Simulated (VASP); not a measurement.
## InCuO: single point with PBE

The system is InCuO.

```
In Cu O
1.0
     2.93628    0.00000    0.00000
     0.00000    2.93628    0.00000
     0.00000    0.00000    5.37662
In Cu O
1 1 1
Direct
  0.00000 0.00000 0.00000
  0.50000 0.50000 0.50000
  0.00000 0.00000 0.50000
```

The cell was built from a structure type or drawn by symmetry, and may not be a known phase.

```yaml
Program: VASP 6.6.1
Task: single point
Functional: PBE
Potentials_or_basis: VASP PAW PBE potentials, release 64 (In_d, Cu, O)
Cutoff: 520 eV
k_mesh: 6 × 6 × 4
Occupations: gaussian, width 0.1 eV
Spin: collinear spin
Starting_moments: "[0.0, 1.0, 0.0] μB"
```

```yaml
Pressure: 0.1 GPa
Band_gap_on_the_k_mesh: zero (filled and empty bands overlap)
Net_moment: 0.00 μB per cell
Valence_electrons_inside_the_program's_atomic_spheres: In 11.37; Cu 9.81; O 4.91
```

Stress tensor (GPa, compression positive):
```
 0.25  0.00  0.00
 0.00  0.25  0.00
 0.00  0.00 -0.28
```

Levels at points of the mesh, in eV from the Fermi level:
Spin up:
```
           k point  band 11  band 12  band 13  band 14  band 15  band 16  band 17  band 18  band 19  band 20
(0.00, 0.00, 0.00)    -2.97    -2.12    -2.10    -2.10    -2.01     1.80     2.52     9.33     9.33    11.79
(0.50, 0.00, 0.00)    -3.41    -2.05    -1.75    -1.19    -0.72     0.83     3.25     5.21     7.73     7.95
(0.50, 0.50, 0.00)    -2.55    -2.24    -1.67    -1.54     0.77     0.77     1.33     2.89     6.64     8.17
(0.00, 0.00, 0.50)    -2.97    -2.69    -2.12    -2.11    -2.11    -0.67     6.01     7.80     9.31     9.31
(0.50, 0.00, 0.50)    -2.30    -2.05    -1.97    -1.61    -0.70     0.84     2.62     5.34     7.51     9.89
(0.50, 0.50, 0.50)    -2.72    -2.21    -1.67    -1.54     0.76     0.76     2.53     3.62     4.12     6.97
```
Spin down:
| k point | band 12 | band 13 | band 14 | band 15 | band 16 | band 17 | band 18 | band 19 |
| --- | --- | --- | --- | --- | --- | --- | --- | --- |
| (0.00, 0.00, 0.00) | -2.12 | -2.10 | -2.10 | -2.01 | 1.80 | 2.52 | 9.33 | 9.33 |
| (0.50, 0.00, 0.00) | -2.05 | -1.75 | -1.19 | -0.72 | 0.83 | 3.25 | 5.21 | 7.73 |
| (0.50, 0.50, 0.00) | -2.24 | -1.67 | -1.54 | 0.77 | 0.77 | 1.33 | 2.89 | 6.64 |
| (0.00, 0.00, 0.50) | -2.69 | -2.12 | -2.11 | -2.11 | -0.67 | 6.01 | 7.80 | 9.31 |
| (0.50, 0.00, 0.50) | -2.05 | -1.97 | -1.61 | -0.70 | 0.84 | 2.62 | 5.34 | 7.51 |
| (0.50, 0.50, 0.50) | -2.21 | -1.67 | -1.54 | 0.76 | 0.76 | 2.53 | 3.62 | 4.12 |

Run time: 30 s on 1 thread of Intel(R) Xeon(R) 6975P-C (Granite Rapids), on a shared host, peak memory 0.21 GiB.

Caveat: spin-orbit coupling is left out, which moves the levels of the heavy elements. With open d or f shells a metallic result of PBE can be an artefact of self-interaction; +U or a hybrid may open a gap.
